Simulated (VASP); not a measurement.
The system is Fe3Ge.

```
Fe Ge
1.0
     3.66050    0.00000    0.00000
     0.00000    3.66050    0.00000
     0.00000    0.00000    3.66050
Fe Ge
3 1
Direct
  0.00000 0.50000 0.50000
  0.50000 0.50000 0.00000
  0.50000 0.00000 0.50000
  0.00000 0.00000 0.00000
```

| Item | Value |
| --- | --- |
| Program | VASP 6.6.1 |
| Task | relaxation of cell and atoms |
| Functional | PBEsol |
| Potentials or basis | VASP PAW PBE potentials, release 64 (Fe, Ge_d) |
| Cutoff | 600 eV |
| k mesh | 6 × 6 × 6 |
| Occupations | fermi-dirac, width 0.1 eV |
| Spin | collinear spin, ferromagnetic start |
| Starting moments | [4.5, 4.5, 4.5, 0.0] μB |

At the start: pressure -10.9 GPa; volume 12.26 Å³/atom.

Problem. Where does the relaxation end?

Solution. Over 3 steps the energy falls by 27.7 meV/atom and the volume is 11.51 Å³/atom (-6.1 %); space group Pm-3m (No. 221, to 0.1 Å) before and after; moment 6.18 μB per cell.

Step by step:
```
step  energy change (eV)  largest force (eV/Å)  pressure (GPa)  volume (Å³)
   1              0.0000                0.0000          -10.86        49.05
   2             -0.0060                0.0000           13.46        43.38
   3             -0.1109                0.0000           -0.07        46.03
```

Final structure:
```xyz
4
Lattice="3.5839 0.0000 0.0000 0.0000 3.5839 0.0000 0.0000 0.0000 3.5839" Properties=species:S:1:pos:R:3 pbc="T T T"
Fe    0.0000    1.7919    1.7919
Fe    1.7919    1.7919    0.0000
Fe    1.7919    0.0000    1.7919
Ge    0.0000    0.0000    0.0000
```

Caveat: the PAW data sets were made with another functional, which shifts forces and pressure a little.
